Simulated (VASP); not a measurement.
# Ga (Fm-3m) in VASP: a series of runs, part 2 of 2

VASP 6.6.1. Earlier steps stand in the parts before.

## 3. Single point, LDA, non-collinear spin, zero start, spin-orbit coupling

Input file INCAR:

```
ALGO = Normal ; EDIFF = 1E-6
ENCUT = 520 ; GGA = CA
GGA_COMPAT = False ; ISIF = 2
ISMEAR = -1 ; LASPH = True
LCHARG = False ; LORBIT = 11
LORBMOM = True ; LREAL = False
LSORBIT = True ; LWAVE = False
MAGMOM = 0 0 0 ; NBANDS = 24
NELM = 150 ; PREC = Accurate
SIGMA = 0.1
```

Input file KPOINTS:

```
k-points
0
Gamma
  13 13 13
```

Input file POSCAR:

```
Ga
1.0
    0.0000000000      2.0482379200      2.0482379200
    2.0482379200      0.0000000000      2.0482379200
    2.0482379200      2.0482379200      0.0000000000
Ga
1
Direct
    0.0000000000      0.0000000000      0.0000000000
```

Potentials or basis: VASP PAW LDA potentials, release 64 (Ga_d).

Run with:

```console
> cat potpaw_LDA.64/Ga_d/POTCAR > POTCAR
> mpirun -np 1 vasp_ncl > vasp.out
```

OUTCAR:

```text
EDIFF = 1E-6
   ENCUT = 520
   GGA = CA
   ISIF = 2
   ISMEAR = -1
   LASPH = True
   LORBIT = 11
   LREAL = False
   LSORBIT = True
   NELM = 150
   PREC = Accurate

 ion  position               nearest neighbor table
   1  0.000  0.000  0.000-

  LATTYP: Found a face centered cubic cell.
 ALAT       =     4.0964758400

  Lattice vectors:

 A1 = (   0.0000000000,   2.0482379200,   2.0482379200)
 A2 = (   2.0482379200,   0.0000000000,   2.0482379200)
 A3 = (   2.0482379200,   2.0482379200,   0.0000000000)

Analysis of symmetry for initial positions (statically):
=====================================================================
 Subroutine PRICEL returns:
 Original cell was already a primitive cell.

 Routine SETGRP: Setting up the symmetry group for a
 face centered cubic supercell.

 Subroutine GETGRP returns: Found 48 space group operations
 (whereof 48 operations were pure point group operations)
 out of a pool of 48 trial point group operations.

The static configuration has the point symmetry O_h .

Analysis of symmetry for dynamics (positions and initial velocities):
=====================================================================
 Subroutine PRICEL returns:
 Original cell was already a primitive cell.

 Routine SETGRP: Setting up the symmetry group for a
 face centered cubic supercell.

 Subroutine GETGRP returns: Found 48 space group operations
 (whereof 48 operations were pure point group operations)
 out of a pool of 48 trial point group operations.

The dynamic configuration has the point symmetry O_h .

Analysis of structural, dynamic, and magnetic symmetry:
=====================================================================
 Subroutine PRICEL returns:
 Original cell was already a primitive cell.

[... 819 lines left out ...]
  Total        0.0149658      0.0149658      0.0149658     -0.0000000     -0.0000000      0.0000000
  in kB        1.3952133      1.3952133      1.3952133     -0.0000000     -0.0000000      0.0000000
  external PRESSURE =       1.3952133 kB  Pullay stress =       0.0000000 kB

 VOLUME and BASIS-vectors are now :
 -----------------------------------------------------------------------------
  energy-cutoff  :      520.00
  volume of cell :       17.19
      direct lattice vectors                 reciprocal lattice vectors
     0.000000000  2.048237920  2.048237920    -0.244112266  0.244112266  0.244112266
     2.048237920  0.000000000  2.048237920     0.244112266 -0.244112266  0.244112266
     2.048237920  2.048237920  0.000000000     0.244112266  0.244112266 -0.244112266

 POSITION                                       TOTAL-FORCE (eV/Angst)
 -----------------------------------------------------------------------------------
      0.00000      0.00000      0.00000         0.000000      0.000000      0.000000
 -----------------------------------------------------------------------------------
    total drift:                               -0.000000      0.000000     -0.000000

  FREE ENERGIE OF THE ION-ELECTRON SYSTEM (eV)
  ---------------------------------------------------
  free  energy   TOTEN  =        -3.5693904615 eV

  energy  without entropy=       -3.5568865579  energy(sigma->0) =       -3.56313851

 orbital moment (x)

 # of ion     p       d       tot
 ----------------------------------------
  1         0.000   0.000   0.000
 ----------------------------------------
            0.000   0.000   0.000

 orbital moment (y)

 # of ion     p       d       tot
 ----------------------------------------
  1         0.000  -0.000  -0.000
 ----------------------------------------
            0.000  -0.000  -0.000

 orbital moment (z)

 # of ion     p       d       tot
 ----------------------------------------
  1         0.000  -0.000  -0.000
 ----------------------------------------
            0.000  -0.000  -0.000

 Spin-Orbit-Coupling matrix elements

 Ion:    1  E_soc:     -0.0113349
 l=   1
     0.0000000    -0.0010507    -0.0010507
    -0.0010507     0.0000000    -0.0010507
    -0.0010507    -0.0010507     0.0000000
 l=   2
     0.0000000    -0.0001653     0.0000000    -0.0001653    -0.0006732
    -0.0001653     0.0000000    -0.0005049    -0.0001653    -0.0001683
     0.0000000    -0.0005049     0.0000000    -0.0005049     0.0000000
    -0.0001653    -0.0001653    -0.0005049     0.0000000    -0.0001683
    -0.0006732    -0.0001683     0.0000000    -0.0001683     0.0000000
 l=   3
     0.0000000     0.0000000     0.0000000     0.0000000     0.0000000     0.0000000     0.0000000
     0.0000000     0.0000000     0.0000000     0.0000000     0.0000000     0.0000000     0.0000000
     0.0000000     0.0000000     0.0000000     0.0000000     0.0000000     0.0000000     0.0000000
     0.0000000     0.0000000     0.0000000     0.0000000     0.0000000     0.0000000     0.0000000
     0.0000000     0.0000000     0.0000000     0.0000000     0.0000000     0.0000000     0.0000000
     0.0000000     0.0000000     0.0000000     0.0000000     0.0000000     0.0000000     0.0000000
     0.0000000     0.0000000     0.0000000     0.0000000     0.0000000     0.0000000     0.0000000

 total charge

# of ion       s       p       d       tot
------------------------------------------
    1        1.038   0.592   9.970  11.600

 magnetization (x)

# of ion       s       p       d       tot
------------------------------------------
    1        0.000  -0.000  -0.000  -0.000

 magnetization (y)

# of ion       s       p       d       tot
------------------------------------------
    1        0.000  -0.000  -0.000  -0.000

 magnetization (z)

# of ion       s       p       d       tot
------------------------------------------
    1        0.000  -0.000  -0.000  -0.000
```

OSZICAR:

```text
N       E                     dE             d eps       ncg     rms          rms(c)
DAV:   1     0.699876647630E+02    0.69988E+02   -0.62752E+03  4768   0.208E+03
DAV:   2     0.329905455709E+01   -0.66689E+02   -0.63221E+02  4216   0.375E+02
DAV:   3    -0.350800544906E+01   -0.68071E+01   -0.67752E+01  4784   0.875E+01
DAV:   4    -0.360895934879E+01   -0.10095E+00   -0.10093E+00  4720   0.117E+01
DAV:   5    -0.361038957392E+01   -0.14302E-02   -0.14302E-02  5072   0.134E+00    0.929E-01
DAV:   6    -0.357807916077E+01    0.32310E-01   -0.38504E-02  5648   0.455E+00    0.439E-01
DAV:   7    -0.357029945810E+01    0.77797E-02   -0.70734E-03  5688   0.144E+00    0.118E-01
DAV:   8    -0.356938967198E+01    0.90979E-03   -0.98249E-04  4696   0.560E-01    0.122E-02
DAV:   9    -0.356939025690E+01   -0.58492E-06   -0.24604E-05  5520   0.562E-02    0.103E-02
DAV:  10    -0.356939046145E+01   -0.20455E-06   -0.83568E-07  4016   0.144E-02
   1 F= -.35693905E+01 E0= -.35631385E+01  d E =-.125039E-01  mag=    -0.0000     0.0000     0.0000
```

stdout:

```text
POSCAR found type information on POSCAR Ga
 POSCAR found :  1 types and       1 ions
 scaLAPACK will be used
 LDA part: xc-table for (Slater(with rela. corr.)+CA(PZ))
 , standard interpolation
 POSCAR, INCAR and KPOINTS ok, starting setup
 FFT: planning ... GRIDC
 FFT: planning ... GRID_SOFT
 FFT: planning ... GRID
 WAVECAR not read
 entering main loop
```

Run time: 22 s. Hardware: 1 thread of Intel Xeon 6975P-C (Granite Rapids), shared host; peak memory 0.2 GiB.

What came out:

* Free energy: -3.5694 eV
* Pressure: 0.1 GPa
* Net moment: 0.00 μB per cell
* Valence electrons inside the program's atomic spheres: Ga 11.60

Moments on the atoms (μB; x, y, z):
```
Ga  0.00 0.00 0.00
```
